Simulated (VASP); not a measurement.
# SiC (P6_3mc) in VASP: dielectric tensor with r2SCAN

Aim: the dielectric tensor of SiC with r2SCAN.

Program: VASP 6.6.1. These are calculated values, not measurements. Logs are shortened: lines on timing, memory, paths and dates and some standing lists are left out, and cuts for length are marked.

## (1) The cell of the first run

Symmetry: P6_3mc, No. 186, hexagonal system. Conventional cell: a = 3.075 Å, b = 3.075 Å, c = 5.048 Å, α = 90.00°, β = 90.00°, γ = 120.00°. Within 2.5 Å of Si (site symmetry 3m) lie 4 C at 1.88 to 1.90 Å. C (site symmetry 3m) has 4 Si at 1.88 to 1.90 Å within 2.5 Å.

## (2) Dielectric tensor, r2SCAN

INCAR reads:

```
  PREC = Accurate
  ENCUT = 520
  EDIFF = 1E-8
  ISMEAR = 0
  SIGMA = 0.01
  LREAL = F
  LASPH = T
  NELM = 100
  ALGO = Normal
  ISIF = 2
  LWAVE = F
  LCHARG = F
  METAGGA = R2SCAN
  LMIXTAU = T
  LCALCEPS = T
```

KPOINTS reads:

```
regular mesh
0
Gamma
  9 9 4
```

POSCAR reads:

```
SiC
1.0
    3.0753562392      0.0000000000      0.0000000000
   -1.5376781196      2.6633366288      0.0000000000
    0.0000000000      0.0000000000      5.0481080910
Si C
2 2
Direct
    0.3333333333      0.6666666667     -0.0004083989
    0.6666666667      0.3333333333      0.4995916011
    0.3333333333      0.6666666667      0.3754083989
    0.6666666667      0.3333333333      0.8754083989
```

Potentials or basis: VASP PAW PBE potentials, release 64 (Si, C).

Command:

```sh
cat potpaw_PBE.64/Si/POTCAR potpaw_PBE.64/C/POTCAR > POTCAR
mpirun -np 1 vasp_std > vasp.out
```

OUTCAR:

```text
PREC = Accurate
   ENCUT = 520
   EDIFF = 1E-8
   ISMEAR = 0
   LREAL = F
   LASPH = T
   NELM = 100
   ISIF = 2
   METAGGA = R2SCAN

 ion  position               nearest neighbor table
   1  0.333  0.667  1.000-   4 1.88   4 1.88   4 1.88   3 1.90   2 3.09   2 3.09   2 3.09   2 3.09
                             2 3.09   2 3.09
   2  0.667  0.333  0.500-   3 1.88   3 1.88   3 1.88   4 1.90   1 3.09   1 3.09   1 3.09   1 3.09
                             1 3.09   1 3.09
   3  0.333  0.667  0.375-   2 1.88   2 1.88   2 1.88   1 1.90
   4  0.667  0.333  0.875-   1 1.88   1 1.88   1 1.88   2 1.90

  LATTYP: Found a hexagonal cell.
 ALAT       =     3.0753562392
 C/A-ratio  =     1.6414710031

  Lattice vectors:

 A1 = (   3.0753562392,   0.0000000000,   0.0000000000)
 A2 = (  -1.5376781196,   2.6633366288,   0.0000000000)
 A3 = (   0.0000000000,   0.0000000000,   5.0481080910)

Analysis of symmetry for initial positions (statically):
=====================================================================
 Subroutine PRICEL returns:
 Original cell was already a primitive cell.

 Routine SETGRP: Setting up the symmetry group for a
 hexagonal supercell.

 Subroutine GETGRP returns: Found 12 space group operations
 (whereof  6 operations were pure point group operations)
 out of a pool of 24 trial point group operations.

The static configuration has the point symmetry C_3v.
 The point group associated with its full space group is C_6v.

Analysis of symmetry for dynamics (positions and initial velocities):
=====================================================================
 Subroutine PRICEL returns:
 Original cell was already a primitive cell.

 Routine SETGRP: Setting up the symmetry group for a
 hexagonal supercell.

 Subroutine GETGRP returns: Found 12 space group operations
 (whereof  6 operations were pure point group operations)
 out of a pool of 24 trial point group operations.

The dynamic configuration has the point symmetry C_3v.
 The point group associated with its full space group is C_6v.

 Subroutine INISYM returns: Found 12 space group operations
 (whereof  6 operations are pure point group operations),
 and found     1 'primitive' translations

----------------------------------------------------------------------------------------
[... 164 lines left out ...]
      7       8.1454      2.00000
      8       8.1454      2.00000
      9   10000.0000      0.00000
     10   10000.0000      0.00000
     11   10000.0000      0.00000
     12   10000.0000      0.00000
[... 331 lines left out ...]
 k-point    24 :       0.3333    0.3333    0.2500
  band No.  band energies     occupation
      1      -3.5007      2.00000
      2      -3.5007      2.00000
      3       0.7657      2.00000
      4       0.7657      2.00000
      5       1.4803      2.00000
      6       3.4766      2.00000
      7       5.2247      2.00000
      8       5.2247      2.00000
      9   10000.0000      0.00000
     10   10000.0000      0.00000
     11   10000.0000      0.00000
     12   10000.0000      0.00000

 [... further k-points ...]

------------------------ aborting loop because EDIFF is reached ----------------------------------------

            Ionic dipole moment: p[ion]=(     0.00000     0.00000    15.14432 ) |e| Angst

 Total electronic dipole moment: p[elc]=(    -0.00000    -0.00000    -0.10434 ) |e| Angst

 MACROSCOPIC STATIC DIELECTRIC TENSOR (including local field effects)
 ------------------------------------------------------
           6.449620     0.000000     0.000000
           0.000000     6.449620     0.000000
           0.000000    -0.000000     6.769258
 ------------------------------------------------------

 PIEZOELECTRIC TENSOR (including local field effects) (e Angst)
          XX          YY          ZZ          XY          YZ          ZX
  --------------------------------------------------------------------------------
  x    -0.00000     0.00000     0.00000    -0.00000     0.00000     1.51954
  y     0.00000     0.00000     0.00000    -0.00000     1.51954    -0.00000
  z     1.21710     1.21710    -2.09431    -0.00000     0.00000     0.00000

 PIEZOELECTRIC TENSOR (including local field effects) (C/m^2)
          XX          YY          ZZ          XY          YZ          ZX
  --------------------------------------------------------------------------------
  x    -0.00000     0.00000     0.00000    -0.00000     0.00000     0.58881
  y     0.00000     0.00000     0.00000    -0.00000     0.58881    -0.00000
  z     0.47161     0.47161    -0.81152    -0.00000     0.00000     0.00000

 BORN EFFECTIVE CHARGES (including local field effects) (in |e|, cummulative output)
 ---------------------------------------------------------------------------------
 ion    1
    1     2.65662     0.00000     0.00000
    2     0.00000     2.65662     0.00000
    3     0.00000     0.00000     2.84749
 ion    2
    1     2.65662     0.00000     0.00000
    2     0.00000     2.65662    -0.00000
    3     0.00000     0.00000     2.84749
 ion    3
    1    -2.65662    -0.00000     0.00000
    2    -0.00000    -2.65662     0.00000
    3     0.00000     0.00000    -2.84749
 ion    4
    1    -2.65662     0.00000     0.00000
    2    -0.00000    -2.65662     0.00000
    3    -0.00000     0.00000    -2.84749

  FORCE on cell =-STRESS in cart. coord.  units (eV):
  Direction    XX          YY          ZZ          XY          YZ          ZX
  --------------------------------------------------------------------------------------
  -------------------------------------------------------------------------------------
  Total       -0.0484227     -0.0484227     -0.0456628      0.0000000      0.0000000     -0.0000000
  in kB       -1.8763312     -1.8763312     -1.7693878      0.0000000      0.0000000     -0.0000000
  external PRESSURE =      -1.8406834 kB  Pullay stress =       0.0000000 kB

 VOLUME and BASIS-vectors are now :
 -----------------------------------------------------------------------------
  energy-cutoff  :      520.00
  volume of cell :       41.35
      direct lattice vectors                 reciprocal lattice vectors
     3.075356239  0.000000000  0.000000000     0.325165582  0.187734436  0.000000000
    -1.537678120  2.663336629  0.000000000     0.000000000  0.375468872  0.000000000
     0.000000000  0.000000000  5.048108091     0.000000000  0.000000000  0.198094015

 POSITION                                       TOTAL-FORCE (eV/Angst)
 -----------------------------------------------------------------------------------
     -0.00000      1.77556      5.04605        -0.000000     -0.000000     -0.000147
      1.53768      0.88778      2.52199         0.000000      0.000000     -0.000147
     -0.00000      1.77556      1.89510        -0.000000     -0.000000      0.000147
      1.53768      0.88778      4.41916         0.000000     -0.000000      0.000147
 -----------------------------------------------------------------------------------
    total drift:                               -0.000000     -0.000000      0.000399

  FREE ENERGIE OF THE ION-ELECTRON SYSTEM (eV)
  ---------------------------------------------------
  free  energy   TOTEN  =       -38.6369215063 eV

  energy  without entropy=      -38.6369215063  energy(sigma->0) =      -38.63692151
```

stdout:

```text
POSCAR found type information on POSCAR SiC
 POSCAR found :  2 types and       4 ions
 scaLAPACK will be used
 -----------------------------------------------------------------------------
|                                                                             |
|                                                                             |
[... 115 lines left out ...]
 p_tot=(  0.116E-09 -0.278E-09  0.150E+02 )
dp_tot=(  0.306E-08 -0.490E-08  0.136E-01 )  diag[e(oo)]=(    ---      ---    6.94024 )
 p_tot=(  0.771E-10 -0.425E-09  0.150E+02 )
dp_tot=(  0.302E-08 -0.505E-08  0.136E-01 )  diag[e(oo)]=(    ---      ---    6.95393 )
 p_tot=(  0.161E-10 -0.464E-09  0.150E+02 )
dp_tot=(  0.296E-08 -0.509E-08  0.136E-01 )  diag[e(oo)]=(    ---
```

It took 22 min on 1 thread of Intel Xeon Platinum 8375C at 2.90GHz (Ice Lake), shared host; peak memory 0.43 GiB.

Results:

```
Band gap on the k mesh                  : 2.66 eV (least direct gap 4.52 eV)
Electronic dielectric tensor (diagonal) : 6.45, 6.45, 6.77
Born charges (mean of the diagonal)     : Si +2.72; C -2.72 e
```

Electronic dielectric tensor:
```
6.45 0.00 0.00
0.00 6.45 0.00
0.00 0.00 6.77
```

Born effective charge tensors (e):
atom 1, Si
```
2.66 0.00 0.00
0.00 2.66 0.00
0.00 0.00 2.85
```
atom 2, Si
```
2.66 0.00 0.00
0.00 2.66 0.00
0.00 0.00 2.85
```
atom 3, C
```
-2.66  0.00  0.00
 0.00 -2.66  0.00
 0.00  0.00 -2.85
```
atom 4, C
```
-2.66  0.00  0.00
 0.00 -2.66  0.00
 0.00  0.00 -2.85
```

Dipole moments of the cell (e·Å, modulo the quantum): ionic 0.000, 0.000, 15.144; electronic 0.000, 0.000, -0.104

Caveat: the PAW data sets were made with another functional, which shifts forces and pressure a little; an odd mesh through Γ misses points on the zone boundary, where band edges can lie.
